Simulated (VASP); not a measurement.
# MgO (Fm-3m) in VASP: notebook, part 2 of 2

VASP 6.6.1. Earlier steps stand in the parts before.

**3. Relaxation of cell and atoms, PBE**

This run uses another cell than the first one, of 9.33 Å³/atom.

INCAR reads:

```
PREC     = Accurate       # precision mode
ENCUT    = 600            # plane-wave cutoff, eV
EDIFF    = 1E-7           # SCF threshold, eV
ISMEAR   = 0              # smearing method
SIGMA    = 0.02           # smearing width, eV
LREAL    = False          # projectors in reciprocal space
LASPH    = True           # aspherical terms in the spheres
NELM     = 120            # most SCF steps
ALGO     = Normal         # electronic algorithm
ISIF     = 3              # what is computed and relaxed
LWAVE    = False          # write WAVECAR
LCHARG   = False          # write CHGCAR
GGA      = PE             # functional
IBRION   = 2              # ionic algorithm
NSW      = 100            # ionic steps
EDIFFG   = -0.002         # ionic threshold
GGA_COMPAT= False        
NELMIN   = 4
```

KPOINTS reads:

```
regular mesh
0
Gamma
  10 10 10
```

POSCAR reads:

```
MgO
1.0
    0.0000000000      2.1050000000      2.1050000000
    2.1050000000      0.0000000000      2.1050000000
    2.1050000000      2.1050000000      0.0000000000
Mg O
1 1
Direct
    0.0000000000      0.0000000000      0.0000000000
    0.5000000000      0.5000000000      0.5000000000
```

Potentials or basis: VASP PAW PBE potentials, release 64 (Mg, O).

Launch:

```sh
cat potpaw_PBE.64/Mg/POTCAR potpaw_PBE.64/O/POTCAR > POTCAR
mpirun -np 1 vasp_std > vasp.out
```

OUTCAR:

```text
PREC = Accurate
   ENCUT = 600
   EDIFF = 1E-7
   ISMEAR = 0
   LREAL = False
   LASPH = True
   NELM = 120
   ISIF = 3
   GGA = PE
   IBRION = 2
   NSW = 100
   EDIFFG = -0.002
   NELMIN = 4

 ion  position               nearest neighbor table
   1  0.000  0.000  0.000-   2 2.10   2 2.10   2 2.10   2 2.10   2 2.10   2 2.10
   2  0.500  0.500  0.500-   1 2.10   1 2.10   1 2.10   1 2.10   1 2.10   1 2.10

  LATTYP: Found a face centered cubic cell.
 ALAT       =     4.2100000000

  Lattice vectors:

 A1 = (   0.0000000000,   2.1050000000,   2.1050000000)
 A2 = (   2.1050000000,   0.0000000000,   2.1050000000)
 A3 = (   2.1050000000,   2.1050000000,   0.0000000000)

Analysis of symmetry for initial positions (statically):
=====================================================================
 Subroutine PRICEL returns:
 Original cell was already a primitive cell.

 Routine SETGRP: Setting up the symmetry group for a
 face centered cubic supercell.

 Subroutine GETGRP returns: Found 48 space group operations
 (whereof 48 operations were pure point group operations)
 out of a pool of 48 trial point group operations.

The static configuration has the point symmetry O_h .

Analysis of symmetry for dynamics (positions and initial velocities):
=====================================================================
 Subroutine PRICEL returns:
 Original cell was already a primitive cell.

 Routine SETGRP: Setting up the symmetry group for a
 face centered cubic supercell.

 Subroutine GETGRP returns: Found 48 space group operations
 (whereof 48 operations were pure point group operations)
 out of a pool of 48 trial point group operations.

The dynamic configuration has the point symmetry O_h .

 Subroutine INISYM returns: Found 48 space group operations
 (whereof 48 operations are pure point group operations),
 and found     1 'primitive' translations

[... 127 lines left out ...]
 Gauss-broadening in eV      SIGMA  =   0.02
  energy-cutoff  :      600.00
  volume of cell :       18.65
 maximum number of plane-waves:       636
   NGX = 11   NGY = 11   NGZ = 11

--------------------------------------- Ionic step        1  -------------------------------------------

 number of electron       8.0000005 magnetization

 Free energy of the ion-electron system (eV)
  ---------------------------------------------------
  ext. energy  EPLUGINS =         0.00000000
  ---------------------------------------------------
  free energy    TOTEN  =       -11.90819311 eV

  energy without entropy =      -11.90819311  energy(sigma->0) =      -11.90819311

------------------------ aborting loop because EDIFF is reached ----------------------------------------

  FORCE on cell =-STRESS in cart. coord.  units (eV):
  Direction    XX          YY          ZZ          XY          YZ          ZX
  --------------------------------------------------------------------------------------
  -------------------------------------------------------------------------------------
  Total        0.4604366      0.4604366      0.4604366      0.0000000      0.0000000      0.0000000
  in kB       39.5452303     39.5452303     39.5452303      0.0000000      0.0000000      0.0000000
  external PRESSURE =      39.5452303 kB  Pullay stress =       0.0000000 kB
[... 59 lines left out ...]
--------------------------------------- Ionic step        3  -------------------------------------------

 number of electron       8.0000004 magnetization

 Free energy of the ion-electron system (eV)
  ---------------------------------------------------
  ext. energy  EPLUGINS =         0.00000000
  ---------------------------------------------------
  free energy    TOTEN  =       -11.91384792 eV

  energy without entropy =      -11.91384792  energy(sigma->0) =      -11.91384792

 E-fermi :   3.1266     XC(G=0): -10.9684

 val. band max:        3.0124250922   @ k =   0.0000   0.0000   0.0000
 cond. band min:       7.5165043742   @ k =   0.0000   0.0000   0.0000
 fundamental gap:      4.5040792820
 Fermi energy:         3.1266315905

 k-point     1 :       0.0000    0.0000    0.0000
  band No.  band energies     occupation
      1     -14.1325      2.00000
      2       3.0124      2.00000
      3       3.0124      2.00000
      4       3.0124      2.00000
      5       7.5165      0.00000
      6      18.6821      0.00000
      7      18.6821      0.00000
      8      18.6821      0.00000
[... 243 lines left out ...]
 k-point    24 :       0.4000    0.3000    0.0000
  band No.  band energies     occupation
      1     -12.9478      2.00000
      2      -0.4870      2.00000
      3       1.7431      2.00000
      4       1.9560      2.00000
      5      12.3587      0.00000
      6      13.1170      0.00000
      7      16.3684      0.00000
      8      20.8860      0.00000

 [... further k-points ...]

------------------------ aborting loop because EDIFF is reached ----------------------------------------

  FORCE on cell =-STRESS in cart. coord.  units (eV):
  Direction    XX          YY          ZZ          XY          YZ          ZX
  --------------------------------------------------------------------------------------
  -------------------------------------------------------------------------------------
  Total        0.0006582      0.0006582      0.0006582      0.0000000     -0.0000000      0.0000000
  in kB        0.0551456      0.0551456      0.0551456      0.0000000     -0.0000000      0.0000000
  external PRESSURE =       0.0551456 kB  Pullay stress =       0.0000000 kB
[... 17 lines left out ...]
  FREE ENERGIE OF THE ION-ELECTRON SYSTEM (eV)
  ---------------------------------------------------
  free  energy   TOTEN  =       -11.9138479182 eV

  energy  without entropy=      -11.9138479182  energy(sigma->0) =      -11.91384792

 reached required accuracy - stopping structural energy minimisation
```

Run time: 29 s. Hardware: 1 thread of Intel Xeon 8259CL, shared host; peak memory 0.15 GiB.

Results:

| Quantity | Value |
| --- | --- |
| Free energy | -11.9138 eV |
| Relaxed volume | 9.56 Å³/atom |
| Relaxed cell | a = 3.002 Å, b = 3.002 Å, c = 3.002 Å, α = 60.00°, β = 60.00°, γ = 60.00° |
| Space group after relaxing (to 0.1 Å) | Fm-3m (No. 225) |
| Energy gained by relaxing | 2.8 meV/atom |
| Ionic steps | 3 |
| Pressure after relaxing | 0.0 GPa |
| Band gap on the k mesh | 4.50 eV |

Step by step:
```csv
step,energy change (eV),largest force (eV/Å),pressure (GPa),volume (Å³)
1,0.0000,0.0000,3.95,18.65
2,-0.0050,0.0000,-1.24,19.28
3,-0.0057,0.0000,0.01,19.12
```

Final structure:
```
CELL_PARAMETERS angstrom
0.00000 2.12246 2.12246
2.12246 0.00000 2.12246
2.12246 2.12246 0.00000
ATOMIC_POSITIONS crystal
Mg 0.00000 0.00000 0.00000
O 0.50000 0.50000 0.50000
```

As with any semilocal functional, this PBE gap is likely too small. PBE usually gives volumes a little too large and moduli too small.
